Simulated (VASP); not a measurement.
The system is Ga2O3.

```
Ga O
1.0
     6.18736   -1.53853    0.00000
     6.18736    1.53853    0.00000
    -1.40423    0.00000    5.70410
Ga O
4 6
Direct
  0.34134 0.34134 0.68598
  0.65866 0.65866 0.31402
  0.90950 0.90950 0.20540
  0.09050 0.09050 0.79460
  0.50410 0.50410 0.74340
  0.49590 0.49590 0.25660
  0.82670 0.82670 0.43680
  0.17330 0.17330 0.56320
  0.83550 0.83550 0.89020
  0.16450 0.16450 0.10980
```

Base run:

* Program: VASP 6.6.1
* Functional: PBE
* Dispersion: D3(BJ)
* Potentials or basis: VASP PAW PBE potentials, release 64 (Ga_d, O)
* Cutoff: 520 eV
* k mesh: 9 × 9 × 5
* Occupations: fermi-dirac, width 0.05 eV
* Spin: no spin polarisation

Its results: band gap on the k mesh 2.07 eV (least direct gap 2.09 eV); pressure -0.8 GPa; largest force 0.099 eV/Å.

Task: After a change of settings the same cell gave: band gap on the k mesh 2.07 eV (least direct gap 2.09 eV); pressure -2.3 GPa; largest force 0.104 eV/Å. Which change was it?
A. functional from PBE to PBEsol; dispersion from D3(BJ) to none
B. functional from PBE to revPBE; further incar settings from ALGO = Normal; EDIFF = 1e-06; NBANDS = 55 to ALGO = Normal; EDIFF = 1e-07; NBANDS = 55
C. dispersion from D3(BJ) to D4

Result: C.

Caveats: an odd mesh through Γ misses points on the zone boundary, where band edges can lie.
